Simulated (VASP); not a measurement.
Set up this calculation in VASP 6.6.1, as the native input.

```
Task                   : relaxation of cell and atoms
Functional             : RPBE
Potentials or basis    : VASP PAW PBE potentials, release 64 (Sn_d, O)
Cutoff                 : 600 eV
k mesh                 : 7 × 7 × 6
Occupations            : fermi-dirac, width 0.05 eV
Spin                   : no spin polarisation
Dipole correction      : no
Further INCAR settings : ALGO = Normal; EDIFF = 1e-06; IBRION = 2; EDIFFG = -0.01; NSW = 60; ISIF = 3
```

The structure of SnO lies in POSCAR:

```
SnO
1.0
    3.8136952200      0.0000000000      0.0000000000
    0.0000000000      3.8136952200      0.0000000000
    0.0000000000      0.0000000000      4.8869133000
Sn O
2 2
Direct
    0.5000000000      0.0000000000      0.7646261400
    0.0000000000      0.5000000000      0.2353738600
    0.0000000000      0.0000000000      0.0000000000
    0.5000000000      0.5000000000      0.0000000000
```

These files were run (other wordings do the same):

INCAR

```
PREC = Accurate
ENCUT = 600
EDIFF = 1E-6
ISMEAR = -1
SIGMA = 0.05
LREAL = F
LASPH = T
NELM = 100
ALGO = Normal
ISIF = 3
LWAVE = F
LCHARG = F
GGA = RP
IBRION = 2
NSW = 60
EDIFFG = -0.01
```

KPOINTS

```
regular mesh
0
Gamma
  7 7 6
```

Potentials or basis: VASP PAW PBE potentials, release 64 (Sn_d, O).

Launch:

```bash
$ cat potpaw_PBE.64/Sn_d/POTCAR potpaw_PBE.64/O/POTCAR > POTCAR
$ mpirun -np 1 vasp_std > vasp.out
```

Results of the run:

```json
{
 "Relaxed volume": "20.99 Å³/atom",
 "Relaxed cell": "a = 3.913 Å, b = 3.913 Å, c = 5.481 Å, α = 90.00°, β = 90.00°, γ = 90.00°",
 "Space group after relaxing (to 0.1 Å)": "P4/nmm (No. 129)",
 "Energy gained by relaxing": "31.7 meV/atom",
 "Ionic steps": "13",
 "Pressure after relaxing": "0.0 GPa",
 "Largest force after relaxing": "0.010 eV/Å",
 "Band gap on the k mesh": "1.34 eV (least direct gap 1.79 eV)"
}
```

Caveat: the volume moved by over 15 % at a fixed basis, so the end points are rough; the PAW data sets were made with another functional, which shifts forces and pressure a little; spin-orbit coupling is left out, which moves the levels of the heavy elements; an odd mesh through Γ misses points on the zone boundary, where band edges can lie.

It took 5.4 min on 1 thread of AMD EPYC 9R45 96-Core Processor (Zen 5) (shared host), peak memory 0.21 GiB.
